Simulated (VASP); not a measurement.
A run of VASP 6.6.1 is set up as follows.

INCAR

```
SYSTEM = Br
ALGO = Normal
EDIFF = 1E-6
EDIFFG = -0.01
ENCUT = 600
GGA = PE
IBRION = 2
ISIF = 3
ISMEAR = -1
IVDW = 12
LASPH = .True.
LCHARG = .False.
LREAL = .False.
LWAVE = .False.
NELM = 60
NSW = 60
PREC = Accurate
SIGMA = 0.05
```

Contents of KPOINTS:

```
k-points
0
Gamma
  7 7 3
  0 0 0
```

POSCAR

```
Br
1.0
    3.3632500000     -2.3225500000      0.0000000000
    3.3632500000      2.3225500000      0.0000000000
    0.0000000000      0.0000000000      8.7023000000
Br
4
Direct
    0.3651000000      0.6349000000      0.3901000000
    0.1349000000      0.8651000000      0.8901000000
    0.6349000000      0.3651000000      0.6099000000
    0.8651000000      0.1349000000      0.1099000000
```

Potentials or basis: VASP PAW PBE potentials, release 64 (Br).

Launch:

```bash
$ cat potpaw_PBE.64/Br/POTCAR > POTCAR
$ mpirun -np 1 vasp_std > vasp.out
```

Task: Predict the band gap on the k mesh.

Result: 1.33 eV (least direct gap 1.37 eV).

Task: Estimate the relaxed volume.

Result: 31.13 Å³/atom.

Task: Predict the space group after relaxing (to 0.1 Å).

Result: Cmce (No. 64).

Final structure:
```
Br
1.0
     3.49738   -2.07536    0.00000
     3.49738    2.07536    0.00000
     0.00000    0.00000    8.57748
Br
4
Direct
  0.34874 0.65126 0.38097
  0.15126 0.84874 0.88097
  0.65126 0.34874 0.61903
  0.84874 0.15126 0.11903
```

Caveat: an odd mesh through Γ misses points on the zone boundary, where band edges can lie. PBE gaps usually lie below the measured ones, often by a third to a half.
